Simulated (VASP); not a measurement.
# Ti12H (a cell with a defect) in VASP: further runs

Runs on Ti12H (a cell with a defect). Level: PBE+D3(BJ). Tasks: relaxation of the atoms.

Program: VASP 6.6.1. These are calculated values, not measurements. Logs are shortened: lines on timing, memory, paths and dates and some standing lists are left out, and cuts for length are marked.

## 1. The cell of the first run

The cell holds a defect, 13 atoms: a = 5.900 Å, b = 8.850 Å, c = 4.685 Å, α = 90.00°, β = 90.00°, γ = 120.00°.

## 2. Relaxation of the atoms, PBE+D3(BJ)

INCAR reads:

```
  PREC = Accurate
  ENCUT = 520
  EDIFF = 1E-6
  ISMEAR = 0
  SIGMA = 0.1
  LREAL = False
  LASPH = True
  NELM = 100
  ALGO = Normal
  ISIF = 2
  LWAVE = False
  LCHARG = False
  GGA = PE
  IVDW = 12
  IBRION = 2
  NSW = 80
  EDIFFG = -0.03
```

KPOINTS reads:

```
regular mesh
0
Gamma
  3 2 4
```

POSCAR reads:

```
Ti12H
1.0
    5.9000000000      0.0000000000      0.0000000000
   -4.4250000000      7.6643250000      0.0000000000
    0.0000000000      0.0000000000      4.6846000000
Ti H
12 1
Direct
    0.0000000000      0.0000000000      0.0000000000
    0.1666666600      0.2222222200      0.5000000000
   -0.0000000100      0.3333333300      0.0000000000
    0.1666666600      0.5555555400      0.5000000000
   -0.0000000100      0.6666666500      0.0000000000
    0.1666666500      0.8888888700      0.5000000000
    0.5000000000      0.0000000000      0.0000000000
    0.6666666600      0.2222222200      0.5000000000
    0.4999999900      0.3333333300      0.0000000000
    0.6666666600      0.5555555400      0.5000000000
    0.4999999900      0.6666666500      0.0000000000
    0.6666666500      0.8888888700      0.5000000000
    0.0025601300      0.0035521900      0.3833617200
```

Potentials or basis: VASP PAW PBE potentials, release 64 (Ti_sv, H).

Started as:

```
$ cat potpaw_PBE.64/Ti_sv/POTCAR potpaw_PBE.64/H/POTCAR > POTCAR
$ mpirun -np 1 vasp_std > vasp.out
```

OUTCAR:

```text
PREC = Accurate
   ENCUT = 520
   EDIFF = 1E-6
   ISMEAR = 0
   LREAL = False
   LASPH = True
   NELM = 100
   ISIF = 2
   GGA = PE
   IVDW = 12
   IBRION = 2
   NSW = 80
   EDIFFG = -0.03
 IVDW          = 12

 ion  position               nearest neighbor table
   1  0.000  0.000  0.000-  13 1.80   2 2.90   2 2.90   6 2.90   6 2.90  12 2.90  12 2.90
   2  0.167  0.222  0.500-  13 1.76   9 2.90   9 2.90   3 2.90   3 2.90   1 2.90   1 2.90
   3  1.000  0.333  0.000-   4 2.90   4 2.90   8 2.90   8 2.90   2 2.90   2 2.90
   4  0.167  0.556  0.500-   3 2.90   3 2.90  11 2.90  11 2.90   5 2.90   5 2.90
   5  1.000  0.667  0.000-  10 2.90  10 2.90   4 2.90   4 2.90   6 2.90   6 2.90
   6  0.167  0.889  0.500-  13 1.80   5 2.90   5 2.90   1 2.90   1 2.90   7 2.90   7 2.90
   7  0.500  0.000  0.000-   8 2.90   8 2.90  12 2.90  12 2.90   6 2.90   6 2.90
   8  0.667  0.222  0.500-   3 2.90   3 2.90   9 2.90   9 2.90   7 2.90   7 2.90
   9  0.500  0.333  0.000-  10 2.90  10 2.90   2 2.90   2 2.90   8 2.90   8 2.90
  10  0.667  0.556  0.500-   9 2.90   9 2.90   5 2.90   5 2.90  11 2.90  11 2.90
  11  0.500  0.667  0.000-   4 2.90   4 2.90  10 2.90  10 2.90  12 2.90  12 2.90
  12  0.667  0.889  0.500-  13 1.80  11 2.90  11 2.90   7 2.90   7 2.90   1 2.90   1 2.90
  13  0.003  0.004  0.383-   2 1.76   1 1.80  12 1.80   6 1.80

  LATTYP: Found a simple monoclinic cell.
 ALAT       =     5.9000000000
 B/A-ratio  =     0.7940000000
 C/A-ratio  =     1.3228756849
 COS(beta)  =    -0.1889822323

  Lattice vectors:

 A1 = (   5.9000000000,   0.0000000000,   0.0000000000)
 A2 = (   0.0000000000,   0.0000000000,   4.6846000000)
 A3 = (  -1.4750000000,  -7.6643250000,   0.0000000000)

Analysis of symmetry for initial positions (statically):
=====================================================================
 Subroutine PRICEL returns:
 Original cell was already a primitive cell.

 Routine SETGRP: Setting up the symmetry group for a
 simple monoclinic supercell.

 Subroutine GETGRP returns: Found  1 space group operations
 (whereof  1 operations were pure point group operations)
 out of a pool of  4 trial point group operations.

The static configuration has the point symmetry C_1 .

Analysis of symmetry for dynamics (positions and initial velocities):
=====================================================================
 Subroutine PRICEL returns:
 Original cell was already a primitive cell.

 Routine SETGRP: Setting up the symmetry group for a
 simple monoclinic supercell.

 Subroutine GETGRP returns: Found  1 space group operations
 (whereof  1 operations were pure point group operations)
 out of a pool of  4 trial point group operations.

The dynamic configuration has the point symmetry C_1 .

 Subroutine INISYM returns: Found  1 space group operations
 (whereof  1 operations are pure point group operations),
 and found     1 'primitive' translations

[... 126 lines left out ...]
   EDIFFG = -.3E-01   stopping-criterion for IOM
   NSW    =     80    number of steps for IOM
   IBRION =      2    ionic relax: 0-MD 1-quasi-New 2-CG
   NFREE  =      1    steps in history (QN), initial steepest desc. (CG)
   ISIF   =      2    stress and relaxation
   ISYM   =      2    0-nonsym 1-usesym 2-fastsym
   POTIM  = 0.5000    time-step for ionic-motion
   TEBEG  =    0.0;   TEEND  =   0.0 temperature during run
   PSTRESS=    0.0 pullay stress
   NELECT =     145.0000    total number of electrons
   NUPDOWN=      -1.0000    fix difference up-down
   EMIN   =  10.00;   EMAX   =-10.00  energy-range for DOS
   EFERMI =   0.00;   METHOD = LEGACY
   ISMEAR =     0;   SIGMA  =   0.10  broadening in eV -4-tet -1-fermi 0-gaus
   EFERMI_NEDOS =   21; number of points for ismear=-14 and -15
   IALGO  =     38    algorithm
   IMIX   =      4    mixing-type and parameters
     AMIX     =   0.40;   BMIX     =  1.00
     AMIX_MAG =   1.60;   BMIX_MAG =  1.00
  volume/ion in A,a.u.               =      16.30       109.96
  Fermi-wavevector in a.u.,A,eV,Ry     =   1.442773  2.726446 28.321806  2.081594
  Thomas-Fermi vector in A             =   2.561256
   LORBIT       =      0    0 simple, 1 ext, 2 COOP (PROOUT), +10 PAW based schemes
   GGA     = PE    functional components
   LHFCALC =     F    Hartree Fock is set to
   AEXX    =    0.0000 exact exchange contribution
   IVDW    =    12    specifies the selected vdW correction
   LEPSILON=     F    determine dielectric tensor
   LRPA    =     F    only Hartree local field effects (RPA)
 conjugate gradient relaxation of ions
 non-spin polarized calculation
 Gauss-broadening in eV      SIGMA  =   0.10
  energy-cutoff  :      520.00
  volume of cell :      211.84
 maximum number of plane-waves:      5706
 NGX is ok and might be reduce to    48
   NGX = 21   NGY = 33   NGZ = 17

--------------------------------------- Ionic step        1  -------------------------------------------

 number of electron     145.0000002 magnetization

 Free energy of the ion-electron system (eV)
  ---------------------------------------------------
  ext. energy  EPLUGINS =         0.00000000
  ---------------------------------------------------
  free energy    TOTEN  =       -97.60305564 eV

  energy without entropy =      -97.49191988  energy(sigma->0) =      -97.54748776

------------------------ aborting loop because EDIFF is reached ----------------------------------------

 Edisp (eV)   -7.28792

 E8    (eV) :    -3.4285
[... 138 lines left out ...]
  FREE ENERGIE OF THE ION-ELECTRON SYSTEM (eV)
  ---------------------------------------------------
  free  energy   TOTEN  =      -104.9806816383 eV

  energy  without entropy=     -104.8705933950  energy(sigma->0) =     -104.92563752

[... ionic steps 4 to 7 ...]

--------------------------------------- Ionic step        8  -------------------------------------------

 number of electron     145.0000004 magnetization

------------------------ aborting loop because EDIFF is reached ----------------------------------------
[... 97 lines left out ...]
--------------------------------------- Ionic step       10  -------------------------------------------

 number of electron     145.0000005 magnetization

 Free energy of the ion-electron system (eV)
  ---------------------------------------------------
  ext. energy  EPLUGINS =         0.00000000
  ---------------------------------------------------
  free energy    TOTEN  =       -97.70482248 eV

  energy without entropy =      -97.59651748  energy(sigma->0) =      -97.65066998

 E-fermi :   8.2803     XC(G=0): -11.4692

 val. band max:        8.2801413261   @ k =   0.3333  -0.0000   0.5000
 cond. band min:       8.2823804078   @ k =  -0.3333   0.0000   0.2500
 fundamental gap:      0.0022390818
 Fermi energy:         8.2802709647

 k-point     1 :       0.0000    0.0000    0.0000
  band No.  band energies     occupation
      1     -48.6514      2.00000
      2     -48.5878      2.00000
      3     -48.5682      2.00000
      4     -48.5505      2.00000
      5     -48.5302      2.00000
      6     -48.5230      2.00000
[... 1207 lines left out ...]
     83       8.7278      0.00000
     84       8.7398      0.00000
 [bands above 84 left out]

------------------------ aborting loop because EDIFF is reached ----------------------------------------

 Edisp (eV)   -7.28766

 E8    (eV) :    -3.4285
[... 36 lines left out ...]
  FREE ENERGIE OF THE ION-ELECTRON SYSTEM (eV)
  ---------------------------------------------------
  free  energy   TOTEN  =      -104.9924839667 eV

  energy  without entropy=     -104.8841789617  energy(sigma->0) =     -104.93833146

 reached required accuracy - stopping structural energy minimisation
```

CONTCAR:

```text
Ti12H
   1.00000000000000
     5.9000000000000004    0.0000000000000000    0.0000000000000000
    -4.4249999999999998    7.6643249999999998    0.0000000000000000
     0.0000000000000000    0.0000000000000000    4.6845999999999997
  Ti              H
    12     1
Direct
     0.9988346335030565    0.9989193786219205    0.9936086478028936
     0.1761672848313763    0.2326850632291692    0.5113634394043396
     0.9985745589757830    0.3347378109006295    0.9981009231651382
     0.1637180421440725    0.5541672885605740    0.4949888711244868
     0.0025771953551258    0.6667465279388408    0.9947928749338305
     0.1702862141215101    0.8844995494156009    0.5059040739640019
     0.4986230222236212    0.9983751070811454    0.9974760547698307
     0.6667048784629235    0.2226154682100248    0.5021507445220289
     0.5059794712903365    0.3378125314653384    0.0010658614240097
     0.6695035528995990    0.5572733897641566    0.4974135401652982
     0.4941158308617116    0.6628154073006154    0.9907781509284698
     0.6556184383539819    0.8835353249165034    0.5052229996837488
     0.0018569069768930    0.0027025625954959    0.3904955381119270

  0.00000000E+00  0.00000000E+00  0.00000000E+00
  0.00000000E+00  0.00000000E+00  0.00000000E+00
  0.00000000E+00  0.00000000E+00  0.00000000E+00
  0.00000000E+00  0.00000000E+00  0.00000000E+00
  0.00000000E+00  0.00000000E+00  0.00000000E+00
  0.00000000E+00  0.00000000E+00  0.00000000E+00
  0.00000000E+00  0.00000000E+00  0.00000000E+00
  0.00000000E+00  0.00000000E+00  0.00000000E+00
  0.00000000E+00  0.00000000E+00  0.00000000E+00
  0.00000000E+00  0.00000000E+00  0.00000000E+00
  0.00000000E+00  0.00000000E+00  0.00000000E+00
  0.00000000E+00  0.00000000E+00  0.00000000E+00
  0.00000000E+00  0.00000000E+00  0.00000000E+00
```

Run time: 31 min. Hardware: 1 thread of Intel Xeon 6975P-C (Granite Rapids), shared host; peak memory 0.45 GiB.

What came out:

```
Free energy                  : -104.9925 eV
Energy gained by relaxing    : 7.8 meV/atom
Ionic steps                  : 10
Pressure after relaxing      : -5.8 GPa
Largest force after relaxing : 0.023 eV/Å
Dispersion energy per atom   : -0.561 eV
```

Forces in eV/Å, atoms in the order of the input:
```
Ti   0.001 -0.002  0.010
Ti   0.004  0.009  0.019
Ti  -0.003 -0.008  0.009
Ti   0.002 -0.004 -0.010
Ti  -0.012 -0.009 -0.007
Ti  -0.002  0.019 -0.007
Ti  -0.004 -0.005  0.008
Ti   0.005  0.001 -0.011
Ti   0.005 -0.021  0.006
Ti   0.003 -0.012 -0.015
Ti   0.006  0.021 -0.007
Ti  -0.001  0.014 -0.001
H   -0.003 -0.005  0.007
```

Step by step:
```csv
step,energy change (eV),largest force (eV/Å),pressure (GPa)
1,0.0000,0.8790,-5.52
2,-0.0787,0.3291,-5.75
3,-0.0897,0.1860,-5.83
4,-0.0942,0.0977,-5.83
5,-0.0965,0.1103,-5.82
6,-0.0981,0.0723,-5.82
7,-0.0993,0.0429,-5.82
8,-0.0994,0.0591,-5.82
9,-0.1007,0.0364,-5.82
10,-0.1015,0.0232,-5.82
```

Final structure:
```
Ti H
1.0
     5.90000    0.00000    0.00000
    -4.42500    7.66432    0.00000
     0.00000    0.00000    4.68460
Ti H
12 1
Direct
  0.99883 0.99892 0.99361
  0.17617 0.23269 0.51136
  0.99857 0.33474 0.99810
  0.16372 0.55417 0.49499
  0.00258 0.66675 0.99479
  0.17029 0.88450 0.50590
  0.49862 0.99838 0.99748
  0.66670 0.22262 0.50215
  0.50598 0.33781 0.00107
  0.66950 0.55727 0.49741
  0.49412 0.66282 0.99078
  0.65562 0.88354 0.50522
  0.00186 0.00270 0.39050
```

Levels at points of the mesh, in eV from the Fermi level:
| k point | band 69 | band 70 | band 71 | band 72 | band 73 | band 74 | band 75 | band 76 |
| --- | --- | --- | --- | --- | --- | --- | --- | --- |
| (0.00, 0.00, 0.00) | -0.72 | -0.61 | 0.09 | 0.18 | 0.36 | 0.42 | 0.51 | 0.56 |
| (0.00, 0.50, 0.00) | -0.47 | -0.37 | -0.15 | 0.00 | 0.12 | 0.22 | 0.40 | 0.41 |
| (0.00, 0.00, 0.50) | -0.64 | -0.63 | -0.20 | -0.07 | 0.06 | 0.07 | 0.08 | 0.12 |
| (0.00, 0.50, 0.50) | -0.47 | -0.42 | -0.37 | -0.34 | -0.05 | 0.05 | 0.07 | 0.09 |

Caveat: the k points lie up to 0.41 Å⁻¹ apart.

## 3. Relaxation of the atoms, PBE+D3(BJ)

INCAR reads:

```
SYSTEM = Ti12H
PREC     = Accurate       ! precision mode
ENCUT    = 520            ! plane-wave cutoff, eV
EDIFF    = 1E-7           ! SCF threshold, eV
ISMEAR   = 0              ! smearing method
SIGMA    = 0.1            ! smearing width, eV
LREAL    = .False.        ! projectors in reciprocal space
LASPH    = .True.         ! aspherical terms in the spheres
NELM     = 100            ! most SCF steps
ALGO     = Normal         ! electronic algorithm
ISIF     = 2              ! what is computed and relaxed
LWAVE    = .False.        ! write WAVECAR
LCHARG   = .False.        ! write CHGCAR
GGA      = PE             ! functional
IVDW     = 12             ! dispersion correction
IBRION   = 2              ! ionic algorithm
NSW      = 80             ! ionic steps
EDIFFG   = -0.03          ! ionic threshold
```

KPOINTS reads:

```
Automatic mesh
0
Gamma
  3 2 4
  0 0 0
```

POSCAR reads:

```
Ti12H
1.0
    5.9000000000      0.0000000000      0.0000000000
   -4.4250000000      7.6643250000      0.0000000000
    0.0000000000      0.0000000000      4.6846000000
Ti H
12 1
Direct
    0.0000000000      0.0000000000      0.0000000000
    0.1666667000      0.2222222000      0.5000000000
    0.0000000000      0.3333333000      0.0000000000
    0.1666667000      0.5555556000      0.5000000000
    0.0000000000      0.6666667000      0.0000000000
    0.1666667000      0.8888889000      0.5000000000
    0.5000000000      0.0000000000      0.0000000000
    0.6666667000      0.2222222000      0.5000000000
    0.5000000000      0.3333333000      0.0000000000
    0.6666667000      0.5555556000      0.5000000000
    0.5000000000      0.6666667000      0.0000000000
    0.6666667000      0.8888889000      0.5000000000
    0.0013962000      0.0093309000      0.6059852000
```

Potentials or basis: VASP PAW PBE potentials, release 64 (Ti_sv, H).

Started as:

```
$ cat potpaw_PBE.64/Ti_sv/POTCAR potpaw_PBE.64/H/POTCAR > POTCAR
$ mpirun -np 1 vasp_std > vasp.out
```

It took 55 min on 1 thread of Intel Xeon Platinum 8259CL at 2.50GHz (Skylake/Cascade Lake), shared host; peak memory 0.46 GiB.

The run converged. Its results:

| Quantity | Value |
| --- | --- |
| Free energy | -104.9919 eV |
| Energy gained by relaxing | 10.1 meV/atom |
| Ionic steps | 9 |
| Pressure after relaxing | -5.8 GPa |
| Largest force after relaxing | 0.028 eV/Å |
| Dispersion energy per atom | -0.561 eV |

Forces on the atoms (eV/Å):
```
Ti   0.005 -0.003 -0.018
Ti   0.012  0.004 -0.023
Ti  -0.003 -0.022 -0.003
Ti   0.003  0.000  0.024
Ti  -0.002  0.011  0.009
Ti   0.016  0.010  0.001
Ti  -0.005 -0.002 -0.010
Ti   0.003 -0.002 -0.003
Ti   0.002 -0.009 -0.011
Ti   0.004 -0.015  0.018
Ti  -0.013  0.018  0.017
Ti  -0.019 -0.008  0.010
H   -0.002  0.017 -0.011
```

Stress tensor (GPa, compression positive):
```
-6.11  0.03  0.00
 0.03 -6.17 -0.06
 0.00 -0.06 -5.18
```

The path:
```csv
step,energy change (eV),largest force (eV/Å),pressure (GPa)
1,0.0000,1.2900,-5.50
2,-0.1081,0.3307,-5.76
3,-0.1215,0.1371,-5.83
4,-0.1215,0.1367,-5.83
5,-0.1264,0.1027,-5.83
6,-0.1286,0.0697,-5.82
7,-0.1299,0.0409,-5.82
8,-0.1306,0.0386,-5.82
9,-0.1313,0.0282,-5.82
```

Final structure:
```yaml
crystal:
  lattice:
    - [5.90000, 0.00000, 0.00000]
    - [-4.42500, 7.66432, 0.00000]
    - [0.00000, 0.00000, 4.68460]
  atoms:
    - { symbol: Ti, position: [0.99843, 0.99987, 0.00634] }
    - { symbol: Ti, position: [0.17583, 0.23327, 0.48889] }
    - { symbol: Ti, position: [0.99922, 0.33575, 0.00094] }
    - { symbol: Ti, position: [0.16434, 0.55518, 0.50242] }
    - { symbol: Ti, position: [0.00226, 0.66675, 0.00371] }
    - { symbol: Ti, position: [0.16922, 0.88528, 0.49381] }
    - { symbol: Ti, position: [0.49810, 0.99832, 0.00221] }
    - { symbol: Ti, position: [0.66709, 0.22305, 0.49824] }
    - { symbol: Ti, position: [0.50559, 0.33750, 0.99889] }
    - { symbol: Ti, position: [0.66937, 0.55728, 0.50108] }
    - { symbol: Ti, position: [0.49531, 0.66318, 0.00656] }
    - { symbol: Ti, position: [0.65570, 0.88421, 0.49304] }
    - { symbol: H, position: [0.00094, 0.00302, 0.60985] }
```

Levels at points of the mesh, in eV from the Fermi level:
```tsv
k point	band 69	band 70	band 71	band 72	band 73	band 74	band 75	band 76
(0.00, 0.00, 0.00)	-0.72	-0.61	0.09	0.18	0.35	0.42	0.51	0.56
(0.00, 0.50, 0.00)	-0.47	-0.37	-0.15	0.00	0.12	0.22	0.40	0.41
(0.00, 0.00, 0.50)	-0.64	-0.63	-0.20	-0.06	0.06	0.07	0.08	0.12
(0.00, 0.50, 0.50)	-0.47	-0.42	-0.37	-0.34	-0.05	0.05	0.08	0.08
```

Caveat: the k points lie up to 0.41 Å⁻¹ apart.
